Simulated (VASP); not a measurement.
Here is a VASP 6.6.1 calculation.

File INCAR:

```
SYSTEM = CsSnI3
PREC = Accurate
ENCUT = 500
EDIFF = 1E-6
ISMEAR = -1
SIGMA = 0.05
LREAL = .FALSE.
LASPH = .TRUE.
NELM = 120
ALGO = Normal
ISIF = 2
LWAVE = .FALSE.
LCHARG = .FALSE.
GGA = PS
NBANDS = 30
GGA_COMPAT = .FALSE.
```

The input KPOINTS:

```
Automatic mesh
0
G
  5 5 5
  0 0 0
```

File POSCAR:

```
CsSnI3
1.0
    6.0790175149      0.0000000000      0.0000000000
    0.0000000000      6.0790175149      0.0000000000
    0.0000000000      0.0000000000      6.0790175149
Cs I Sn
1 3 1
Direct
    0.0000000000      0.0000000000      0.0000000000
    0.5000000000      0.5000000000      0.0000000000
    0.5000000000      0.0000000000      0.5000000000
    0.0000000000      0.5000000000      0.5000000000
    0.5000000000      0.5000000000      0.5000000000
```

Potentials or basis: VASP PAW PBE potentials, release 64 (Cs_sv, I, Sn_d).

Command:

```sh
$ cat potpaw_PBE.64/Cs_sv/POTCAR potpaw_PBE.64/I/POTCAR potpaw_PBE.64/Sn_d/POTCAR > POTCAR
$ mpirun -np 1 vasp_std > vasp.out
```

**Question.** Predict the band gap on the k mesh.

**Answer.** 1.67 eV, direct.

**Question.** Estimate the pressure.

**Answer.** 0.4 GPa.

Caveat: the PAW data sets were made with another functional, which shifts forces and pressure a little; spin-orbit coupling is left out, which moves the levels of the heavy elements. A k mesh can miss the band edges.
